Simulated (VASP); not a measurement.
Se: single point with PBE

Crystal: Se.

```
Se
1.0
     4.76086    0.00000    0.00000
    -2.38043    4.12303    0.00000
     0.00000    0.00000    3.37769
Se
3
Cartesian
  0.0000 0.0000 0.0000
  0.0000 2.7487 1.6888
  2.3804 1.3743 1.6888
```

This cell differs from its parent crystal: volume scaled by 1.04.

```json
{"Program": "VASP 6.6.1", "Task": "single point", "Functional": "PBE", "Potentials or basis": "VASP PAW PBE potentials, release 64 (Se)", "Cutoff": "520 eV", "k mesh": "9 × 9 × 11", "Occupations": "fermi-dirac, width 0.1 eV", "Spin": "no spin polarisation", "Dipole correction": "no", "Further INCAR settings": "ALGO = Normal; EDIFF = 1e-07; NBANDS = 16"}
```

```
Pressure               : -2.4 GPa
Band gap on the k mesh : zero (band 9 reaches 6.12 eV, above the bottom of band 10 at 2.93 eV)
```

Stress tensor (GPa, compression positive):
```
-2.94  0.00  0.00
 0.00 -2.94  0.00
 0.00  0.00 -1.38
```

Levels at points of the mesh, in eV from the Fermi level:
```
           k point  band 5  band 6  band 7  band 8  band 9  band 10  band 11  band 12  band 13  band 14
(0.00, 0.00, 0.00)   -4.70   -3.66   -3.66   -2.05    1.59     1.73     2.99     2.99     4.76     9.55
```

Wall time 88 s on 1 thread of AMD EPYC 7R43 64-Core Processor (Zen 3), with other jobs on the host, peak memory 0.18 GiB.
